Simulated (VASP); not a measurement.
Runs of VASP 6.6.1 on EuMn. The structure is that of space group Pm-3m (No. 221), or close to it. The cells are those of the table. 

| cell | gap on the mesh (eV) | pressure (GPa) | moment (μB) |
| --- | --- | --- | --- |
| a = 3.495 Å, 2 atoms | none | 0.9 | (a) |
| a = 3.542 Å, 2 atoms | none | (b) | 3.56 |
| a = 3.471 Å, 2 atoms | none | 1.9 | 3.58 |
| a = 3.565 Å, 2 atoms | none | -1.7 | 3.56 |
| a = 3.519 Å, 2 atoms | none | 0.0 | 3.56 |

Alike in all rows: task single point; level PBEsol; potentials or basis VASP PAW PBE potentials, release 64 (Eu, Mn_pv); spin collinear, ferrimagnetic start; k mesh 8 × 8 × 8; cutoff (eV) 520; smearing gaussian 0.05 eV.

Question: Fill in the values left out.

Answer: (a) 3.57; (b) -0.9.

Caveats: the PAW data sets were made with another functional, which shifts forces and pressure a little; spin-orbit coupling is left out, which moves the levels of the heavy elements; without U or exact exchange the open f shell lies at the Fermi level, which spoils levels, moments and volumes.

A k mesh can miss the band edges, and the runs leave out spin-orbit coupling on Eu.

A gap of «none» marks levels without a gap at the run's occupations.
